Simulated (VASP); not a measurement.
Runs of VASP 6.6.1 on MoW5. The structure is that of space group P4/mmm (No. 123), or close to it. The cells are those of the table. 

```tsv
spin	cell	k mesh	gap on the mesh (eV)	pressure (GPa)	largest force (eV/Å)
off	a = 3.211, b = 3.211, c = 9.636 Å, 6 atoms	12 × 12 × 4	none	(a)	-
off	a = 3.242, b = 3.242, c = 9.729 Å, 6 atoms	12 × 12 × 4	none	-15.0	-
off	a = 3.115, b = 3.115, c = 9.347 Å, 6 atoms	12 × 12 × 4	none	21.4	0.01
collinear, ferromagnetic start	a = 3.180, b = 3.180, c = 9.542 Å, 6 atoms	6 × 6 × 2	none	0.3	-
off	a = 3.283, b = 3.283, c = 9.850 Å, 6 atoms	12 × 12 × 4	none	-22.8	-
off	a = 3.148, b = 3.148, c = 9.445 Å, 6 atoms	12 × 12 × 4	none	10.2	0.01
off	a = 3.180, b = 3.180, c = 9.542 Å, 6 atoms	12 × 12 × 4	none	(b)	-
```

Alike in all rows: task single point; level PBE; potentials or basis VASP PAW PBE potentials, release 64 (Mo_sv, W_sv); cutoff (eV) 520; smearing gaussian 0.1 eV.

**Question.** Fill in the values left out.

**Answer.** (a) -7.8; (b) 0.5.

Caveats: spin-orbit coupling is left out, which moves the levels of the heavy elements.

A k mesh can miss the band edges, and the runs leave out spin-orbit coupling on Mo, W.

A gap of «none» marks levels without a gap at the run's occupations.
